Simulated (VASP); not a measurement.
Al, 1 atom in the cell. Symmetry: Fm-3m, No. 225, cubic system. Conventional cell: a = 3.881 Å, b = 3.881 Å, c = 3.881 Å, α = 90.00°, β = 90.00°, γ = 90.00°. Al (site symmetry m-3m) has 12 Al at 2.74 Å within 3.6 Å.  This cell differs from its parent crystal: volume scaled by 0.88.

| Quantity | Value |
| --- | --- |
| Program | VASP 6.6.1 |
| Task | single point |
| Functional | RPBE |
| Potentials or basis | VASP PAW PBE potentials, release 64 (Al) |
| Cutoff | 520 eV |
| k mesh | 12 × 12 × 12 |
| Occupations | methfessel-paxton, width 0.01 eV |
| Spin | collinear spin, ferromagnetic start |
| Starting moments | [0.5] μB |
| Dipole correction | no |
| Further INCAR settings | ALGO = Normal; EDIFF = 1e-06; NBANDS = 12 |

Potentials or basis: VASP PAW PBE potentials, release 64 (Al).

Command:

```bash
$ cat potpaw_PBE.64/Al/POTCAR > POTCAR
$ mpirun -np 1 vasp_std > vasp.out
```

Hardware: 1 thread of AMD EPYC 9R45 96-Core Processor (Zen 5), with other jobs on the host.

Problem. How long does it take, and how much memory?

Solution. Wall time 10 s on 1 thread of AMD EPYC 9R45 96-Core Processor (Zen 5) (shared host), peak memory 0.1 GiB. Counts: scf iterations 12, k points 72.
